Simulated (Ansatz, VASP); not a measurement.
# CaS3: VASP beside Ansatz

```
CELL_PARAMETERS angstrom
5.02638 0.00000 0.00000
0.00000 5.02638 0.00000
0.00000 0.00000 4.38790
ATOMIC_POSITIONS crystal
Ca 0.00000 0.00000 0.00000
S 0.50000 0.50000 0.00000
S 0.00000 0.50000 0.50000
S 0.50000 0.00000 0.50000
```

Change from the starting cell: species swapped into the Zr3Ag type (P4/mmm, No. 123).

Alike in both runs: task relaxation of cell and atoms; functional PBE; k mesh 4 × 4 × 4; occupations gaussian, width 0.1 eV; no spin polarisation.

|  | VASP | Ansatz |
| --- | --- | --- |
| version | VASP 6.6.1 | Ansatz 0.2.0 |
| potentials or method | VASP PAW PBE potentials, release 64 (Ca_sv, S), cutoff 600 eV | scalar-relativistic, plane waves, PAW |
| valence electrons in the cell | 28 | 28 |

```tsv
	VASP	Ansatz	Ansatz less VASP
gap on the k mesh at the Fermi level, each at its own relaxed structure (eV)	none	none	-
relaxed volume (Å³/atom)	18.79	18.74	-0.052
relaxed cell length with the largest relative difference (Å)	3.539	3.508	-0.0315
```

A gap of «none» marks a metal or a gap that the smearing closes.

Noted on VASP's run: the volume moved by over 15 % at a fixed basis, so the end points are rough.
